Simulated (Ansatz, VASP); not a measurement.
**HfB: VASP beside Ansatz**

```
Hf B
1.0
     3.42231    0.00000    0.00000
    -1.71115    2.96380    0.00000
     0.00000    0.00000    8.35150
Hf B
3 3
Cartesian
  0.0000 0.0000 0.0000
  0.0000 1.9759 2.7838
  1.7112 0.9879 5.5677
  1.7112 0.9879 1.3919
  0.0000 0.0000 4.1758
  0.0000 1.9759 6.9596
```

Alike in both runs: functional PBE; k mesh 12 × 12 × 4; occupations gaussian, width 0.1 eV; no spin polarisation.

Ansatz relaxed the structure, and its values are those at the end. VASP's run is a single point on that final structure, the one shown.

|  | VASP | Ansatz |
| --- | --- | --- |
| version | VASP 6.6.1 | Ansatz 0.2.0 |
| potentials or method | VASP PAW PBE potentials, release 64 (Hf_pv, B), cutoff 520 eV | scalar-relativistic, plane waves, PAW |
| valence electrons in the cell | 39 | 87 |

Ansatz gave:

```
gap on the k mesh at the Fermi level (eV) : none
pressure (GPa)                            : 0.0
```

Question: Which values does VASP return?

Answer: gap on the k mesh at the Fermi level (eV): none; pressure (GPa): 0.1.

A gap of «none» marks a metal or a gap that the smearing closes. VASP's potentials hold 39 valence electrons a cell and Ansatz's 87, so a difference there can come from the potentials and not from the codes.

Spin-orbit coupling is off throughout.
